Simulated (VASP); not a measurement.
A run of VASP 6.6.1 is set up as follows.

The input INCAR:

```
ALGO = Normal
EDIFF = 1E-6
EDIFFG = -0.01
ENCUT = 600
GGA = PE
IBRION = 2
ISIF = 3
ISMEAR = 0
LASPH = T
LCHARG = F
LREAL = F
LWAVE = F
NELM = 60
NSW = 100
PREC = Accurate
SIGMA = 0.1
```

File KPOINTS:

```
k-points
0
Gamma
  12 12 6
```

File POSCAR:

```
ScH3Br2
1.0
    3.4813221111      0.0000000000      0.0000000000
   -1.7406610555      3.0149133869      0.0000000000
    0.0000000000      0.0000000000      7.5783074975
Sc H Br
1 3 2
Direct
    0.0000000000      0.0000000000      0.0000000000
    0.3333333333      0.6666666667      0.0423741259
    0.6666666667      0.3333333333      0.9576258741
    0.0000000000      0.0000000000      0.5000000000
    0.3333333333      0.6666666667      0.6881148961
    0.6666666667      0.3333333333      0.3118851039
```

Potentials or basis: VASP PAW PBE potentials, release 64 (Sc_sv, H, Br).

Launch:

```sh
$ cat potpaw_PBE.64/Sc_sv/POTCAR potpaw_PBE.64/H/POTCAR potpaw_PBE.64/Br/POTCAR > POTCAR
$ mpirun -np 1 vasp_std > vasp.out
```

Predict the band gap on the k mesh.

zero (bands 14 and 15 overlap by 1.01 eV).

Predict the space group after relaxing (to 0.1 Å).

P-3m1 (No. 164).

Estimate the relaxed cell.

a = 3.482 Å, b = 3.482 Å, c = 7.596 Å, α = 90.00°, β = 90.00°, γ = 120.00°.

Predict the relaxed volume.

13.29 Å³/atom.

Forces in eV/Å, atoms in the order of the input:
```
Sc   0.000  0.000  0.000
H    0.000  0.000  0.010
H    0.000  0.000 -0.010
H    0.000  0.000  0.000
Br   0.000  0.000  0.009
Br   0.000  0.000 -0.009
```
